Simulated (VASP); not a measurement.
# Cs8Sn8Br25 (a cell with a defect) in VASP: relaxation of the atoms with PBEsol

Aim: the relaxation of the atoms of Cs8Sn8Br25 (a cell with a defect) with PBEsol.

Everything below comes from runs of VASP 6.6.1. Logs are shortened: lines on timing, memory, paths and dates and some standing lists are left out, and cuts for length are marked.

## (1) The cell of the first run

The cell holds a defect, 41 atoms: a = 11.500 Å, b = 11.500 Å, c = 11.500 Å, α = 90.00°, β = 90.00°, γ = 90.00°.

## (2) Relaxation of the atoms, PBEsol

The input, INCAR:

```
PREC = Accurate
ENCUT = 450
EDIFF = 1E-7
ISMEAR = -1
SIGMA = 0.05
LREAL = Auto
LASPH = True
NELM = 120
ALGO = Normal
ISIF = 2
LWAVE = False
LCHARG = False
GGA = PS
IBRION = 2
NSW = 100
EDIFFG = -0.03
NELECT = 358.0
ISYM = -1
GGA_COMPAT = False
NELMIN = 4
KPAR = 1
```

The input, KPOINTS:

```
explicit points
1
Reciprocal
  0.25000000   0.25000000   0.25000000 1
```

The input, POSCAR:

```
Cs8Sn8Br25
1.0
   11.5000000000      0.0000000000      0.0000000000
    0.0000000000     11.5000000000      0.0000000000
    0.0000000000      0.0000000000     11.5000000000
Cs Sn Br
8 8 25
Direct
    0.9979490000      0.0003210000      0.9984690000
    0.9995870000      0.9991650000      0.5006600000
    0.0010710000      0.4985810000      0.9986880000
    0.9957780000      0.5002710000      0.4987620000
    0.5021800000      0.0000780000      0.0025460000
    0.5012120000      0.0009120000      0.5001690000
    0.4995230000      0.4982500000      0.9988210000
    0.4975750000      0.5023500000      0.4997310000
    0.2526570000      0.2491660000      0.2472530000
    0.2504670000      0.2495220000      0.7489900000
    0.2511840000      0.7494410000      0.2499530000
    0.2484280000      0.7485120000      0.7519030000
    0.7524630000      0.2504170000      0.2499890000
    0.7494940000      0.2500850000      0.7521550000
    0.7511900000      0.7479160000      0.2521690000
    0.7503140000      0.7508120000      0.7507310000
    0.2514670000      0.2505330000      0.9976540000
    0.2511000000      0.2515300000      0.5015310000
    0.2474900000      0.7535990000      0.9989130000
    0.2478930000      0.7489410000      0.5004320000
    0.7471820000      0.2494590000      0.0009940000
    0.7512360000      0.2518100000      0.5009540000
    0.7518630000      0.7510920000      0.0003590000
    0.7529120000      0.7524780000      0.4998870000
    0.0004870000      0.2518690000      0.2460870000
    0.0006190000      0.2499960000      0.7479360000
    0.0018810000      0.7514450000      0.2496980000
    0.0007290000      0.7509990000      0.7532910000
    0.4996770000      0.2471730000      0.2496850000
    0.4955850000      0.2489680000      0.7501870000
    0.5016220000      0.7480750000      0.2515030000
    0.4997330000      0.7496440000      0.7545420000
    0.2463560000      0.9999920000      0.2523210000
    0.2514130000      0.0026680000      0.7461640000
    0.2520110000      0.5037580000      0.2488770000
    0.2508550000      0.5014160000      0.7474230000
    0.7501230000      0.9985050000      0.2495230000
    0.7479610000      0.0014110000      0.7478360000
    0.7470010000      0.4989510000      0.2469750000
    0.7516920000      0.5016850000      0.7499060000
    0.2520960000      0.5011140000      0.4996910000
```

Potentials or basis: VASP PAW PBE potentials, release 64 (Cs_sv, Sn_d, Br).

Started as:

```bash
$ cat potpaw_PBE.64/Cs_sv/POTCAR potpaw_PBE.64/Sn_d/POTCAR potpaw_PBE.64/Br/POTCAR > POTCAR
$ mpirun -np 4 vasp_std > vasp.out
```

OUTCAR:

```text
PREC = Accurate
   ENCUT = 450
   EDIFF = 1E-7
   ISMEAR = -1
   LREAL = Auto
   LASPH = True
   NELM = 120
   ISIF = 2
   GGA = PS
   IBRION = 2
   NSW = 100
   EDIFFG = -0.03
   NELECT = 358.0
   ISYM = -1
   NELMIN = 4

 ion  position               nearest neighbor table
   1  0.998  0.000  0.998-
   2  1.000  0.999  0.501-
   3  0.001  0.499  0.999-
   4  0.996  0.500  0.499-  41 2.95
   5  0.502  0.000  0.003-
   6  0.501  0.001  0.500-
   7  0.500  0.498  0.999-
   8  0.498  0.502  0.500-  41 2.82
   9  0.253  0.249  0.247-  29 2.84  33 2.87  17 2.87  25 2.90  18 2.92  35 2.93
  10  0.250  0.250  0.749-  30 2.82  34 2.84  18 2.85  17 2.86  26 2.87  36 2.90
  11  0.251  0.749  0.250-  35 2.83  27 2.87  31 2.88  20 2.88  33 2.88  19 2.89
  12  0.248  0.749  0.752-  19 2.84  36 2.84  28 2.85  32 2.89  20 2.89  34 2.92
  13  0.752  0.250  0.250-  25 2.85  39 2.86  21 2.86  22 2.89  37 2.90  29 2.91
  14  0.749  0.250  0.752-  38 2.86  21 2.86  26 2.89  22 2.89  40 2.89  30 2.92
  15  0.751  0.748  0.252-  24 2.85  39 2.86  31 2.87  37 2.88  27 2.88  23 2.90
  16  0.750  0.751  0.751-  40 2.87  23 2.87  28 2.88  32 2.88  38 2.88  24 2.88
  17  0.251  0.251  0.998-  10 2.86   9 2.87
  18  0.251  0.252  0.502-  10 2.85   9 2.92
  19  0.247  0.754  0.999-  12 2.84  11 2.89
  20  0.248  0.749  0.500-  11 2.88  12 2.89
  21  0.747  0.249  0.001-  14 2.86  13 2.86
  22  0.751  0.252  0.501-  13 2.89  14 2.89
[... 17 lines left out ...]
  40  0.752  0.502  0.750-  16 2.87  14 2.89
  41  0.252  0.501  0.500-   8 2.82   4 2.95

IMPORTANT INFORMATION: All symmetrisations will be switched off!
NOSYMM: (Re-)initialisation of all symmetry stuff for point group C_1.

----------------------------------------------------------------------------------------

                                     Primitive cell

  volume of cell :    1520.8750

  direct lattice vectors                    reciprocal lattice vectors
    11.500000000  0.000000000  0.000000000     0.086956522  0.000000000  0.000000000
     0.000000000 11.500000000  0.000000000     0.000000000  0.086956522  0.000000000
     0.000000000  0.000000000 11.500000000     0.000000000  0.000000000  0.086956522

  length of vectors
    11.500000000 11.500000000 11.500000000     0.086956522  0.086956522  0.086956522

  position of ions in fractional coordinates (direct lattice)
     0.997949000  0.000321000  0.998469000
     0.999587000  0.999165000  0.500660000
     0.001071000  0.498581000  0.998688000
     0.995778000  0.500271000  0.498762000
     0.502180000  0.000078000  0.002546000
     0.501212000  0.000912000  0.500169000
[... 33 lines left out ...]
     0.751692000  0.501685000  0.749906000
     0.252096000  0.501114000  0.499691000

  ion indices of the primitive-cell ions
   primitive index   ion index
                 1           1
                 2           2
                 3           3
                 4           4
                 5           5
                 6           6
[... 33 lines left out ...]
                40          40
                41          41

----------------------------------------------------------------------------------------

 KPOINTS: explicit points

Read explicit list of k-points.

 Found      1 k-points:

 Following reciprocal coordinates:
            Coordinates               Weight
  0.250000  0.250000  0.250000      1.000000
   k-points           NKPTS =      1   k-points in BZ     NKDIM =      1   number of bands    NBANDS=    216
   number of dos      NEDOS =    301   number of ions     NIONS =     41
   total plane-waves  NPLWV = 512000
   dimension x,y,z NGX =    80 NGY =   80 NGZ =   80
   dimension x,y,z NGXF=   160 NGYF=  160 NGZF=  160
   ions per type =               8   8  25
   NGX,Y,Z   is equivalent  to a cutoff of  11.56, 11.56, 11.56 a.u.
   NGXF,Y,Z  is equivalent  to a cutoff of  23.13, 23.13, 23.13 a.u.
 SYSTEM =  unknown system
   PREC   = accura    normal or accurate (medium, high low for compatibility)
   ISTART =      0    job   : 0-new  1-cont  2-samecut
   ICHARG =      2    charge: 1-file 2-atom 10-const
   ISPIN  =      1    spin polarized calculation?
   LNONCOLLINEAR =      F non collinear calculations
   LSORBIT =      F    spin-orbit coupling
   LASPH  =      T    aspherical Exc in radial PAW
   ENCUT  =  450.0 eV  33.07 Ry    5.75 a.u.  19.89 19.89 19.89*2*pi/ulx,y,z
   NELM   =    120;   NELMIN=  4; NELMDL= -5     # of ELM steps
   EDIFF  = 0.1E-06   stopping-criterion for ELM
   LREAL  =      T    real-space projection
   EDIFFG = -.3E-01   stopping-criterion for IOM
   NSW    =    100    number of steps for IOM
   IBRION =      2    ionic relax: 0-MD 1-quasi-New 2-CG
   NFREE  =      1    steps in history (QN), initial steepest desc. (CG)
   ISIF   =      2    stress and relaxation
   ISYM   =     -1    0-nonsym 1-usesym 2-fastsym
   POTIM  = 0.5000    time-step for ionic-motion
   TEBEG  =    0.0;   TEEND  =   0.0 temperature during run
   PSTRESS=    0.0 pullay stress
   NELECT =     358.0000    total number of electrons
   NUPDOWN=      -1.0000    fix difference up-down
   EMIN   =  10.00;   EMAX   =-10.00  energy-range for DOS
   EFERMI =   0.00;   METHOD = LEGACY
   ISMEAR =    -1;   SIGMA  =   0.05  broadening in eV -4-tet -1-fermi 0-gaus
   EFERMI_NEDOS =   21; number of points for ismear=-14 and -15
   IALGO  =     38    algorithm
   IMIX   =      4    mixing-type and parameters
     AMIX     =   0.40;   BMIX     =  1.00
     AMIX_MAG =   1.60;   BMIX_MAG =  1.00
  volume/ion in A,a.u.               =      37.09       250.33
  Fermi-wavevector in a.u.,A,eV,Ry     =   1.010814  1.910162 13.901689  1.021745
  Thomas-Fermi vector in A             =   2.143826
   LORBIT       =      0    0 simple, 1 ext, 2 COOP (PROOUT), +10 PAW based schemes
   GGA     = PS    functional components
   LHFCALC =     F    Hartree Fock is set to
   AEXX    =    0.0000 exact exchange contribution
   IVDW    =     0    specifies the selected vdW correction
   LEPSILON=     F    determine dielectric tensor
   LRPA    =     F    only Hartree local field effects (RPA)
 conjugate gradient relaxation of ions
 non-spin polarized calculation
  energy-cutoff  :      450.00
  volume of cell :     1520.88
 maximum number of plane-waves:     32951
 NGX is ok and might be reduce to    80
   NGX = 39   NGY = 39   NGZ = 39

--------------------------------------- Ionic step        1  -------------------------------------------

 number of electron     358.0000050 magnetization

 Free energy of the ion-electron system (eV)
  ---------------------------------------------------
  ext. energy  EPLUGINS =         0.00000000
  ---------------------------------------------------
  free energy    TOTEN  =      -135.26846358 eV

  energy without entropy =     -135.08187227  energy(sigma->0) =     -135.17516793

------------------------ aborting loop because EDIFF is reached ----------------------------------------

  FORCE on cell =-STRESS in cart. coord.  units (eV):
  Direction    XX          YY          ZZ          XY          YZ          ZX
  --------------------------------------------------------------------------------------
  -------------------------------------------------------------------------------------
  Total        2.7444025     -3.0865889     -2.1651995     -0.4305312     -0.6497061     -0.4328884
  in kB        2.8911117     -3.2515905     -2.2809459     -0.4535464     -0.6844379     -0.4560296
  external PRESSURE =      -0.8804749 kB  Pullay stress =       0.0000000 kB
[... 206 lines left out ...]
  FREE ENERGIE OF THE ION-ELECTRON SYSTEM (eV)
  ---------------------------------------------------
  free  energy   TOTEN  =      -136.5702437375 eV

  energy  without entropy=     -136.3856078071  energy(sigma->0) =     -136.47792577

[... ionic steps 4 to 79 ...]

--------------------------------------- Ionic step       80  -------------------------------------------

 number of electron     358.0000030 magnetization

------------------------ aborting loop because EDIFF is reached ----------------------------------------

  FORCE on cell =-STRESS in cart. coord.  units (eV):
  Direction    XX          YY          ZZ          XY          YZ          ZX
  --------------------------------------------------------------------------------------
  -------------------------------------------------------------------------------------
  Total       -9.6548164     -9.9979841     -8.9165708     -0.2850283      0.0527258     -0.3547092
  in kB      -10.1709398    -10.5324523     -9.3932293     -0.3002652      0.0555443     -0.3736711
  external PRESSURE =     -10.0322071 kB  Pullay stress =       0.0000000 kB
[... 135 lines left out ...]
  energy  without entropy=     -137.9755649671  energy(sigma->0) =     -137.99710486

--------------------------------------- Ionic step       82  -------------------------------------------

 number of electron     358.0000033 magnetization

 Free energy of the ion-electron system (eV)
  ---------------------------------------------------
  ext. energy  EPLUGINS =         0.00000000
  ---------------------------------------------------
  free energy    TOTEN  =      -138.01984093 eV

  energy without entropy =     -137.97610510  energy(sigma->0) =     -137.99797301

 E-fermi :   1.1927     XC(G=0):  -8.1187

 val. band max:        1.0510088790   @ k =   0.2500   0.2500   0.2500
 cond. band min:       1.3337480419   @ k =   0.2500   0.2500   0.2500
 fundamental gap:      0.2827391629
 Fermi energy:         1.1927480402

 k-point     1 :       0.2500    0.2500    0.2500
  band No.  band energies     occupation
      1     -20.2783      2.00000
      2     -20.2489      2.00000
      3     -20.2346      2.00000
      4     -20.2094      2.00000
      5     -20.2020      2.00000
      6     -20.0218      2.00000
[... 183 lines left out ...]
    190       4.2630      0.00000
    191       4.4427      0.00000
 [bands above 191 left out]

------------------------ aborting loop because EDIFF is reached ----------------------------------------

  FORCE on cell =-STRESS in cart. coord.  units (eV):
  Direction    XX          YY          ZZ          XY          YZ          ZX
  --------------------------------------------------------------------------------------
  -------------------------------------------------------------------------------------
  Total       -9.7171701    -10.0514171     -8.9131279     -0.2868550      0.0101677     -0.3652227
  in kB      -10.2366267    -10.5887417     -9.3896023     -0.3021896      0.0107112     -0.3847466
  external PRESSURE =     -10.0716569 kB  Pullay stress =       0.0000000 kB
[... 56 lines left out ...]
  FREE ENERGIE OF THE ION-ELECTRON SYSTEM (eV)
  ---------------------------------------------------
  free  energy   TOTEN  =      -138.0198409272 eV

  energy  without entropy=     -137.9761051011  energy(sigma->0) =     -137.99797301

 reached required accuracy - stopping structural energy minimisation
```

Wall time 1.9 h (4 MPI ranks of Intel Xeon Platinum 8259CL at 2.50GHz (Skylake/Cascade Lake), shared host); peak memory 0.43 GiB.

What came out:

```
Free energy                  : -138.0198 eV
Energy gained by relaxing    : 67.1 meV/atom
Ionic steps                  : 82
Largest force after relaxing : 0.025 eV/Å
```

Forces in eV/Å, atoms in the order of the input:
```
Cs  -0.001 -0.003 -0.016
Cs   0.001  0.006  0.005
Cs  -0.003 -0.002  0.010
Cs  -0.004 -0.007  0.004
Cs   0.003  0.003 -0.013
Cs  -0.001  0.005  0.002
Cs   0.002 -0.001  0.003
Cs   0.006 -0.006  0.001
Sn   0.004 -0.002  0.024
Sn  -0.002 -0.004  0.004
Sn  -0.003  0.010 -0.002
Sn   0.000 -0.004  0.004
Sn  -0.005 -0.005  0.006
Sn  -0.002 -0.001 -0.003
Sn   0.003  0.005 -0.002
Sn   0.000  0.001  0.002
Br  -0.004 -0.004 -0.009
Br   0.000  0.014 -0.002
Br   0.004  0.001  0.009
Br  -0.002  0.009  0.002
Br   0.002 -0.004  0.002
Br   0.004 -0.007 -0.002
Br  -0.002 -0.004  0.000
Br  -0.001 -0.010  0.004
Br  -0.001  0.006  0.006
Br  -0.006  0.000  0.004
Br  -0.002  0.009 -0.011
Br   0.002  0.000  0.000
Br   0.003  0.004  0.002
Br  -0.002 -0.002  0.006
Br   0.001  0.008 -0.002
Br   0.004 -0.002 -0.004
Br   0.000  0.005  0.001
Br  -0.003 -0.008 -0.003
Br   0.005  0.004 -0.019
Br   0.000 -0.015 -0.009
Br   0.001  0.001 -0.001
Br   0.003 -0.005  0.002
Br   0.000 -0.002  0.006
Br  -0.006 -0.002  0.003
Br   0.002  0.006 -0.014
```

Step by step:
```tsv
step	energy change (eV)	largest force (eV/Å)	pressure (GPa)
1	0.0000	2.6572	-0.09
4	-1.5104	0.6504	-0.75
7	-1.8410	0.3868	-0.97
10	-2.0526	0.1600	-1.18
13	-2.0815	0.1306	-1.20
16	-2.0978	0.0397	-1.20
19	-2.1084	0.0916	-1.21
22	-2.1205	0.2578	-1.22
25	-2.1364	0.3427	-1.23
28	-1.9241	0.7515	-0.82
31	-2.2101	0.5576	-1.13
34	-2.2495	0.4519	-1.10
37	-2.3585	0.9031	-0.94
40	-2.4219	0.3215	-1.01
43	-2.5102	0.4385	-0.97
46	-2.6053	0.2074	-1.03
49	-2.6477	0.1305	-1.03
52	-2.6626	0.1118	-1.02
55	-2.6759	0.0727	-1.05
58	-2.6826	0.1331	-1.02
61	-2.6972	0.0639	-1.03
64	-2.7111	0.0886	-0.97
67	-2.7206	0.1279	-0.97
70	-2.7322	0.0675	-0.98
73	-2.7380	0.0862	-0.99
76	-2.7444	0.0976	-1.01
79	-2.7476	0.0880	-1.00
82	-2.7514	0.0249	-1.01
```

Final structure:
```
CELL_PARAMETERS angstrom
11.50000 0.00000 0.00000
0.00000 11.50000 0.00000
0.00000 0.00000 11.50000
ATOMIC_POSITIONS crystal
Cs 0.01653 0.98739 0.01526
Cs 0.00460 0.99831 0.48691
Cs 0.97271 0.50152 0.99208
Cs 0.96121 0.50678 0.50758
Cs 0.48414 0.99394 0.01862
Cs 0.49726 0.99956 0.48868
Cs 0.51873 0.50453 0.99145
Cs 0.53827 0.51116 0.50979
Sn 0.24792 0.31348 0.27907
Sn 0.25024 0.24189 0.75848
Sn 0.24993 0.74357 0.26106
Sn 0.25084 0.74390 0.75284
Sn 0.74686 0.25791 0.25489
Sn 0.75019 0.24657 0.75569
Sn 0.75027 0.75700 0.25297
Sn 0.75112 0.75464 0.75440
Br 0.24746 0.20841 0.98979
Br 0.24950 0.20301 0.52027
Br 0.25727 0.75912 0.99467
Br 0.25323 0.79542 0.50600
Br 0.74843 0.25584 0.00440
Br 0.74780 0.25326 0.50589
Br 0.74885 0.75270 0.00268
Br 0.75222 0.76006 0.50347
Br 0.00227 0.27298 0.26326
Br 0.00433 0.24544 0.75249
Br 0.99913 0.74333 0.25727
Br 0.00109 0.74562 0.75347
Br 0.49847 0.26533 0.25433
Br 0.49720 0.24072 0.76080
Br 0.50158 0.74869 0.25728
Br 0.50045 0.74378 0.75028
Br 0.24696 0.98516 0.24678
Br 0.25268 0.98803 0.76738
Br 0.24441 0.49060 0.12453
Br 0.25405 0.47995 0.76113
Br 0.75365 0.00759 0.25186
Br 0.75503 0.00155 0.75594
Br 0.74593 0.50646 0.25259
Br 0.74845 0.49977 0.75374
Br 0.25083 0.49792 0.42329
```

Caveat: the cell carries a net charge on a neutralising background, which shifts energy and pressure; the cell is charged against a uniform background, so pressure and absolute levels hang on convention; the PAW data sets were made with another functional, which shifts forces and pressure a little; spin-orbit coupling is left out, which moves the levels of the heavy elements.
